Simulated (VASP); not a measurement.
A run of VASP 6.6.1 is set up as follows.

The input POSCAR:

```
AlSn
1.0
    4.0904144225      0.0000000000      0.0000000000
   -2.0452072112      3.5424023695      0.0000000000
    0.0000000000      0.0000000000      3.2220183725
Al Sn
1 1
Direct
    0.0000000000      0.0000000000      0.0000000000
    0.3333333333      0.6666666667      0.5000000000
```

INCAR.step1

```
SYSTEM = AlSn
  ALGO = Normal
  EDIFF = 1E-4
  ENCUT = 520
  GGA = PE
  ISMEAR = 1
  LASPH = .TRUE.
  LCHARG = .FALSE.
  LREAL = .FALSE.
  LWAVE = .TRUE.
  NBANDS = 16
  NELM = 60
  PREC = Accurate
  SIGMA = 0.1
```

Contents of INCAR.step2:

```
SYSTEM = AlSn
  ALGO = Normal
  EDIFF = 1E-6
  ENCUT = 520
  ISIF = 2
  ISMEAR = 1
  ISTART = 1
  LASPH = .TRUE.
  LCHARG = .TRUE.
  LELF = .TRUE.
  LMIXTAU = .TRUE.
  LREAL = .FALSE.
  LVHAR = .TRUE.
  LWAVE = .FALSE.
  METAGGA = R2SCAN
  NBANDS = 16
  NELM = 60
  PREC = Accurate
  SIGMA = 0.1
```

File KPOINTS:

```
k-points
0
G
  8 8 9
  0 0 0
```

Potentials or basis: VASP PAW PBE potentials, release 64 (Al, Sn_d).

The run is started by

```console
$ cat potpaw_PBE.64/Al/POTCAR potpaw_PBE.64/Sn_d/POTCAR > POTCAR
$ cp INCAR.step1 INCAR
$ mpirun -np 1 vasp_std > vasp.out
$ cp INCAR.step2 INCAR
$ mpirun -np 1 vasp_std > vasp.out
```

Q: Predict the pressure.

A: 3.0 GPa.

Stress tensor (GPa, compression positive):
```
4.38 0.00 0.00
0.00 4.38 0.00
0.00 0.00 0.17
```

Caveat: the PAW data sets were made with another functional, which shifts forces and pressure a little.
